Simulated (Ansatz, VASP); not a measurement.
**K2BaH3 in VASP and in Ansatz**

The input INCAR:

```
SYSTEM = K2BaH3
PREC = Accurate
ENCUT = 600
EDIFF = 1E-6
ISMEAR = 0
SIGMA = 0.1
LREAL = .FALSE.
LASPH = .TRUE.
NELM = 80
ALGO = Fast
ISIF = 3
LWAVE = .FALSE.
LCHARG = .FALSE.
GGA = PE
IBRION = 2
NSW = 100
EDIFFG = -0.01
```

File KPOINTS:

```
Automatic mesh
0
G
  12 12 4
  0 0 0
```

POSCAR

```
K2BaH3
1.0
    4.0582776731      0.0000000000      0.0000000000
   -2.0291388365      3.5145715605      0.0000000000
    0.0000000000      0.0000000000     10.0570127034
K Ba H
2 1 3
Direct
    0.3333333333      0.6666666667      0.3394295293
    0.6666666667      0.3333333333      0.6605704707
    0.0000000000      0.0000000000      0.0000000000
    0.3333333333      0.6666666667      0.8403079223
    0.6666666667      0.3333333333      0.1596920777
    0.0000000000      0.0000000000      0.5000000000
```

Input for Ansatz:

```yaml
crystal:
  lattice:
    - [4.0582776731, 0.0, 0.0]
    - [-2.0291388365, 3.5145715605, 0.0]
    - [0.0, 0.0, 10.0570127034]
  atoms:
    - { symbol: K, position: [0.3333333333, 0.6666666667, 0.3394295293] }
    - { symbol: K, position: [0.6666666667, 0.3333333333, 0.6605704707] }
    - { symbol: Ba, position: [0.0, 0.0, 0.0] }
    - { symbol: H, position: [0.3333333333, 0.6666666667, 0.8403079223] }
    - { symbol: H, position: [0.6666666667, 0.3333333333, 0.1596920777] }
    - { symbol: H, position: [0.0, 0.0, 0.5] }
basis:
  ecutwfc: 420
kpoints:
  mp_grid: { grid: [12, 12, 4] }
hamiltonian:
  xc: pbe
scf:
  occupations: { method: gaussian, width: 0.1 }
output:
  forces: true
  stress: true
  eigenvalues: true
relax:
  adjacent_minimum: "off"
  f_tol: 0.01
  max_steps: 80
  cell: { stress_tol: 0.05 }
```

Change from the starting cell: species swapped into the Li3LaBi2 type (P-3m1, No. 164).

Alike in both runs: task relaxation of cell and atoms; functional PBE; k mesh 12 × 12 × 4; occupations gaussian, width 0.1 eV; no spin polarisation.

|  | VASP | Ansatz |
| --- | --- | --- |
| version | VASP 6.6.1 | Ansatz 0.2.0 |
| potentials or method | VASP PAW PBE potentials, release 64 (K_sv, Ba_sv, H), cutoff 600 eV | scalar-relativistic, plane waves, PAW |
| valence electrons in the cell | 31 | 31 |

Ansatz gave:

| Quantity | Value |
| --- | --- |
| gap on the k mesh at the Fermi level, each at its own relaxed structure (eV) | none |
| relaxed volume (Å³/atom) | 23.83 |
| relaxed length of the cell vector where the two differ most in proportion (Å) | 10.201 |

Task: What did VASP give for the same quantities?

Result: gap on the k mesh at the Fermi level, each at its own relaxed structure (eV): none; relaxed volume (Å³/atom): 23.99; relaxed length of the cell vector where the two differ most in proportion (Å): 10.225.

A gap of «none» marks a metal or a gap that the smearing closes.

Spin-orbit coupling is off throughout.
